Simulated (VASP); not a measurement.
# LiF (I4/mmm) in VASP: notebook

LiF is run at these levels: PBE; tasks: electric field gradients.

Everything below comes from runs of VASP 6.6.1. Logs are shortened: lines on timing, memory, paths and dates and some standing lists are left out, and cuts for length are marked.

## (1) The cell of the first run

It takes space group I4/mmm (No. 139, tetragonal). Conventional cell: a = 2.763 Å, b = 2.763 Å, c = 4.028 Å, α = 90.00°, β = 90.00°, γ = 90.00°. Li (site symmetry 4/mmm) has 6 F at 1.95 to 2.01 Å within 2.6 Å. F (site symmetry 4/mmm) has 6 Li at 1.95 to 2.01 Å within 2.6 Å.

## (2) Electric field gradients, PBE (equal xx and yy strain of -3 %)

File INCAR:

```
SYSTEM = LiF
ALGO = Normal
EDIFF = 1E-8
ENCUT = 520
GGA = PE
ISIF = 2
ISMEAR = -1
LASPH = .True.
LCHARG = .False.
LEFG = .True.
LREAL = .False.
LWAVE = .False.
NBANDS = 12
NELM = 100
PREC = Accurate
SIGMA = 0.03
```

File KPOINTS:

```
k-points
0
Gamma
  10 10 10
  0 0 0
```

File POSCAR:

```
LiF
1.0
    0.0000000000      1.9535800000      2.0140000000
    1.9535800000      0.0000000000      2.0140000000
    1.9535800000      1.9535800000      0.0000000000
Li F
1 1
Direct
    0.0000000000      0.0000000000      0.0000000000
    0.5000000000      0.5000000000      0.5000000000
```

Potentials or basis: VASP PAW PBE potentials, release 64 (Li_sv, F).

Command:

```sh
> cat potpaw_PBE.64/Li_sv/POTCAR potpaw_PBE.64/F/POTCAR > POTCAR
> mpirun -np 1 vasp_std > vasp.out
```

OUTCAR:

```text
SYSTEM = LiF
   EDIFF = 1E-8
   ENCUT = 520
   GGA = PE
   ISIF = 2
   ISMEAR = -1
   LASPH = .True.
   LREAL = .False.
   NELM = 100
   PREC = Accurate

 ion  position               nearest neighbor table
   1  0.000  0.000  0.000-   2 1.95   2 1.95   2 1.95   2 1.95   2 2.01   2 2.01
   2  0.500  0.500  0.500-   1 1.95   1 1.95   1 1.95   1 1.95   1 2.01   1 2.01

  LATTYP: Found a body centered tetragonal cell.
 ALAT       =     2.7627793312
 C/A-ratio  =     1.4579521262

  Lattice vectors:

 A1 = (  -1.9535800000,   0.0000000000,   2.0140000000)
 A2 = (   1.9535800000,   0.0000000000,   2.0140000000)
 A3 = (   0.0000000000,   1.9535800000,  -2.0140000000)

Analysis of symmetry for initial positions (statically):
=====================================================================
 Subroutine PRICEL returns:
 Original cell was already a primitive cell.

 Routine SETGRP: Setting up the symmetry group for a
 body centered tetragonal supercell.

 Subroutine GETGRP returns: Found 16 space group operations
 (whereof 16 operations were pure point group operations)
 out of a pool of 16 trial point group operations.

The static configuration has the point symmetry D_4h.

Analysis of symmetry for dynamics (positions and initial velocities):
=====================================================================
 Subroutine PRICEL returns:
 Original cell was already a primitive cell.

 Routine SETGRP: Setting up the symmetry group for a
 body centered tetragonal supercell.

 Subroutine GETGRP returns: Found 16 space group operations
 (whereof 16 operations were pure point group operations)
 out of a pool of 16 trial point group operations.

The dynamic configuration has the point symmetry D_4h.

 Subroutine INISYM returns: Found 16 space group operations
 (whereof 16 operations are pure point group operations),
 and found     1 'primitive' translations

----------------------------------------------------------------------------------------

                                     Primitive cell

  volume of cell :      15.3728

  direct lattice vectors                    reciprocal lattice vectors
     0.000000000  1.953580000  2.014000000    -0.255940376  0.255940376  0.248262165
[... 137 lines left out ...]
 cond. band min:       9.0118476768   @ k =   0.0000   0.0000   0.0000
 fundamental gap:      9.6040165291
 Fermi energy:         0.2432407734

 k-point     1 :       0.0000    0.0000    0.0000
  band No.  band energies     occupation
      1     -41.4266      2.00000
      2     -20.7836      2.00000
      3      -0.6605      2.00000
      4      -0.6605      2.00000
      5      -0.5922      2.00000
      6       9.0118      0.00000
      7      23.6585      0.00000
      8      24.1245      0.00000
      9      24.3986      0.00000
     10      24.3986      0.00000
     11      24.4092      0.00000
     12      24.4092      0.00000
[... 331 lines left out ...]
 k-point    24 :       0.4000    0.3000    0.0000
  band No.  band energies     occupation
      1     -41.3531      2.00000
      2     -20.2070      2.00000
      3      -3.1711      2.00000
      4      -1.5553      2.00000
      5      -1.4209      2.00000
      6      12.8321      0.00000
      7      16.7589      0.00000
      8      18.4549      0.00000
      9      20.5367      0.00000
     10      21.6117      0.00000
     11      34.4562      0.00000
     12      35.6477      0.00000

 [... further k-points ...]

------------------------ aborting loop because EDIFF is reached ----------------------------------------

  FORCE on cell =-STRESS in cart. coord.  units (eV):
  Direction    XX          YY          ZZ          XY          YZ          ZX
  --------------------------------------------------------------------------------------
  -------------------------------------------------------------------------------------
  Total        0.7839801      0.7839801      0.4664748      0.0000000      0.0000000     -0.0000000
  in kB       81.7078489     81.7078489     48.6168591      0.0000000      0.0000000     -0.0000000
  external PRESSURE =      70.6775190 kB  Pullay stress =       0.0000000 kB

 VOLUME and BASIS-vectors are now :
 -----------------------------------------------------------------------------
  energy-cutoff  :      520.00
  volume of cell :       15.37
      direct lattice vectors                 reciprocal lattice vectors
     0.000000000  1.953580000  2.014000000    -0.255940376  0.255940376  0.248262165
     1.953580000  0.000000000  2.014000000     0.255940376 -0.255940376  0.248262165
     1.953580000  1.953580000  0.000000000     0.255940376  0.255940376 -0.248262165

 POSITION                                       TOTAL-FORCE (eV/Angst)
 -----------------------------------------------------------------------------------
      0.00000      0.00000      0.00000        -0.000000      0.000000     -0.000000
      1.95358      1.95358      2.01400         0.000000     -0.000000      0.000000
 -----------------------------------------------------------------------------------
    total drift:                               -0.000000     -0.000000      0.000000

  FREE ENERGIE OF THE ION-ELECTRON SYSTEM (eV)
  ---------------------------------------------------
  free  energy   TOTEN  =        -9.6060900594 eV

  energy  without entropy=       -9.6060900594  energy(sigma->0) =       -9.60609006

 Electric field gradients (V/A^2)
---------------------------------------------------------------------
 ion       V_xx      V_yy      V_zz      V_xy      V_xz      V_yz
---------------------------------------------------------------------
   1      -0.058    -0.058     0.116     0.002     0.000     0.000
   2      -0.821    -0.821     1.643     0.004     0.001     0.001
---------------------------------------------------------------------

 Electric field gradients after diagonalization (V/A^2)
 (convention: |V_zz| > |V_xx| > |V_yy|)
----------------------------------------------------------------------
 ion       V_xx      V_yy      V_zz     asymmetry (V_yy - V_xx)/ V_zz
----------------------------------------------------------------------
   1      -0.060    -0.056     0.116       0.030
   2      -0.825    -0.818     1.643       0.005
----------------------------------------------------------------------

           NMR quadrupolar parameters

 Cq : quadrupolar parameter    Cq=e*Q*V_zz/h
 eta: asymmetry parameters     (V_yy - V_xx)/ V_zz
 Q  : nuclear electric quadrupole moment in mb (millibarn)
----------------------------------------------------------------------
 ion       Cq(MHz)       eta       Q (mb)
----------------------------------------------------------------------
   1       0.000       0.030       1.000
   2       0.004       0.005       1.000
----------------------------------------------------------------------
```

stdout:

```text
POSCAR found type information on POSCAR LiF
 POSCAR found :  2 types and       2 ions
 scaLAPACK will be used
 LDA part: xc-table for (Slater+PW92), standard interpolation
 POSCAR, INCAR and KPOINTS ok, starting setup
 FFT: planning ... GRIDC
 FFT: planning ... GRID_SOFT
 FFT: planning ... GRID
 WAVECAR not read
 entering main loop
ion   1

ion   2
```

Run time: 15 s. Hardware: 1 thread of Intel Xeon Platinum 8259CL at 2.50GHz (Skylake/Cascade Lake), shared host; peak memory 0.14 GiB.

Results:

- Free energy: -9.6061 eV
- Band gap on the k mesh: 9.60 eV
- Largest electric field gradient by atom: Li +0.1; F +1.6 V/Å²

Electric field gradients, principal values (V/Å²):
```csv
atom,least,middle,greatest (by size)
1 Li,-0.056,-0.060,0.116
2 F,-0.818,-0.825,1.643
```

Caveat: the cell differs from its parent crystal (equal xx and yy strain of -3 %); the cutoff is under 1.25 times the usual one of these potentials, so pressure, stress and relaxed cells hold a basis-set (Pulay) error; without QUAD_EFG the Cq values of the log hold for a quadrupole moment of 1 mb, not for the nuclei.

## (3) Electric field gradients, PBE (zz strain of -3 %)

File INCAR:

```
  ALGO = Normal
  EDIFF = 1E-8
  ENCUT = 520
  GGA = PE
  ISIF = 2
  ISMEAR = -1
  LASPH = T
  LCHARG = F
  LEFG = T
  LREAL = F
  LWAVE = F
  NBANDS = 12
  NELM = 100
  PREC = Accurate
  SIGMA = 0.03
```

File KPOINTS:

```
k-points
0
Gamma
  10 10 10
```

File POSCAR:

```
LiF
1.0
    0.0000000000      2.0140000000      1.9535800000
    2.0140000000      0.0000000000      1.9535800000
    2.0140000000      2.0140000000      0.0000000000
Li F
1 1
Direct
    0.0000000000      0.0000000000      0.0000000000
    0.5000000000      0.5000000000      0.5000000000
```

Potentials or basis: VASP PAW PBE potentials, release 64 (Li_sv, F).

Command:

```sh
> cat potpaw_PBE.64/Li_sv/POTCAR potpaw_PBE.64/F/POTCAR > POTCAR
> mpirun -np 1 vasp_std > vasp.out
```

OUTCAR:

```text
EDIFF = 1E-8
   ENCUT = 520
   GGA = PE
   ISIF = 2
   ISMEAR = -1
   LASPH = T
   LREAL = F
   NELM = 100
   PREC = Accurate

 ion  position               nearest neighbor table
   1  0.000  0.000  0.000-   2 1.95   2 1.95   2 2.01   2 2.01   2 2.01   2 2.01
   2  0.500  0.500  0.500-   1 1.95   1 1.95   1 2.01   1 2.01   1 2.01   1 2.01

  LATTYP: Found a body centered tetragonal cell.
 ALAT       =     2.8482261146
 C/A-ratio  =     1.3717871555

  Lattice vectors:
[... 575 lines left out ...]

  FREE ENERGIE OF THE ION-ELECTRON SYSTEM (eV)
  ---------------------------------------------------
  free  energy   TOTEN  =        -9.6241941635 eV

  energy  without entropy=       -9.6241941635  energy(sigma->0) =       -9.62419416

 Electric field gradients (V/A^2)
---------------------------------------------------------------------
 ion       V_xx      V_yy      V_zz      V_xy      V_xz      V_yz
---------------------------------------------------------------------
   1       0.060     0.060    -0.120    -0.000     0.000     0.000
   2       0.741     0.741    -1.482     0.000     0.002     0.002
---------------------------------------------------------------------

 Electric field gradients after diagonalization (V/A^2)
 (convention: |V_zz| > |V_xx| > |V_yy|)
----------------------------------------------------------------------
 ion       V_xx      V_yy      V_zz     asymmetry (V_yy - V_xx)/ V_zz
----------------------------------------------------------------------
   1       0.060     0.060    -0.120       0.004
   2       0.741     0.741    -1.482       0.000
----------------------------------------------------------------------

           NMR quadrupolar parameters

 Cq : quadrupolar parameter    Cq=e*Q*V_zz/h
 eta: asymmetry parameters     (V_yy - V_xx)/ V_zz
 Q  : nuclear electric quadrupole moment in mb (millibarn)
----------------------------------------------------------------------
 ion       Cq(MHz)       eta       Q (mb)
----------------------------------------------------------------------
   1      -0.000       0.004       1.000
   2      -0.004       0.000       1.000
----------------------------------------------------------------------
```

OSZICAR:

```text
N       E                     dE             d eps       ncg     rms          rms(c)
DAV:   1     0.312664755087E+02    0.31266E+02   -0.54234E+03  2576   0.844E+02
DAV:   2    -0.909282864164E+01   -0.40359E+02   -0.39545E+02  2976   0.186E+02
DAV:   3    -0.101252918785E+02   -0.10325E+01   -0.10303E+01  3208   0.257E+01
DAV:   4    -0.101362547144E+02   -0.10963E-01   -0.10962E-01  2772   0.278E+00
DAV:   5    -0.101363664771E+02   -0.11176E-03   -0.11176E-03  3212   0.212E-01    0.455E+00
DAV:   6    -0.961301504509E+01    0.52335E+00   -0.24584E+00  2772   0.981E+00    0.137E+00
DAV:   7    -0.961739465099E+01   -0.43796E-02   -0.19493E-02  3252   0.123E+00    0.855E-01
DAV:   8    -0.962409701219E+01   -0.67024E-02   -0.14573E-02  3008   0.125E+00    0.109E-01
DAV:   9    -0.962411704985E+01   -0.20038E-04   -0.92453E-04  2800   0.274E-01    0.425E-02
DAV:  10    -0.962419081959E+01   -0.73770E-04   -0.12695E-04  2780   0.887E-02    0.151E-02
DAV:  11    -0.962419325053E+01   -0.24309E-05   -0.59202E-06  3068   0.229E-02    0.238E-03
DAV:  12    -0.962419420307E+01   -0.95254E-06   -0.46562E-07  2864   0.581E-03    0.885E-04
DAV:  13    -0.962419419111E+01    0.11961E-07   -0.54437E-08  2892   0.215E-03    0.257E-04
DAV:  14    -0.962419415743E+01    0.33679E-07   -0.33170E-09  2368   0.497E-04    0.475E-05
DAV:  15    -0.962419416352E+01   -0.60869E-08   -0.12087E-09  1320   0.278E-04
   1 F= -.96241942E+01 E0= -.96241942E+01  d E =-.714633E-13
```

Run time: 16 s. Hardware: 1 thread of Intel Xeon Platinum 8259CL at 2.50GHz (Skylake/Cascade Lake), shared host; peak memory 0.14 GiB.

What came out:

```yaml
Free_energy: -9.6242 eV
Band_gap_on_the_k_mesh: 9.34 eV
Largest_electric_field_gradient_by_atom: Li -0.1; F -1.5 V/Å²
```

Electric field gradients, principal values (V/Å²):
```tsv
atom	least	middle	greatest (by size)
1 Li	0.060	0.060	-0.120
2 F	0.741	0.741	-1.482
```

Caveat: the cell differs from its parent crystal (zz strain of -3 %); the cutoff is under 1.25 times the usual one of these potentials, so pressure, stress and relaxed cells hold a basis-set (Pulay) error; without QUAD_EFG the Cq values of the log hold for a quadrupole moment of 1 mb, not for the nuclei.
